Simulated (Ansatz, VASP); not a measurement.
# In2S: VASP beside Ansatz

```xyz
3
Lattice="1.9968 1.1528 6.1591 -1.9968 1.1528 6.1591 0.0000 -2.3057 6.1591" Properties=species:S:1:pos:R:3 pbc="T T T"
In    0.0000    0.0000    5.0142
In    0.0000    0.0000    8.5246
S     0.0000    0.0000   19.1929
```

Alike in both runs: functional PBE; k mesh 4 × 4 × 4; occupations gaussian, width 0.15 eV; no spin polarisation.

Ansatz relaxed the structure, and its values are those at the end. VASP's run is a single point on that final structure, the one shown.

```csv
,VASP,Ansatz
version,VASP 6.6.1,Ansatz 0.2.0
potentials or method,"VASP PAW PBE potentials, release 64 (In_d, S), cutoff 500 eV","scalar-relativistic, plane waves, PAW"
valence electrons in the cell,32,32
```

|  | VASP | Ansatz | Ansatz less VASP |
| --- | --- | --- | --- |
| gap on the k mesh at the Fermi level (eV) | none | none | - |
| pressure (GPa) | 0.0 | 0.0 | +0.03 |
| rms of the force components (eV/Å) | 0.005 | 0.007 | +0.0018 |

A gap of «none» marks a metal or a gap that the smearing closes.

The k mesh is coarse, so the values compare programs but aren't converged.
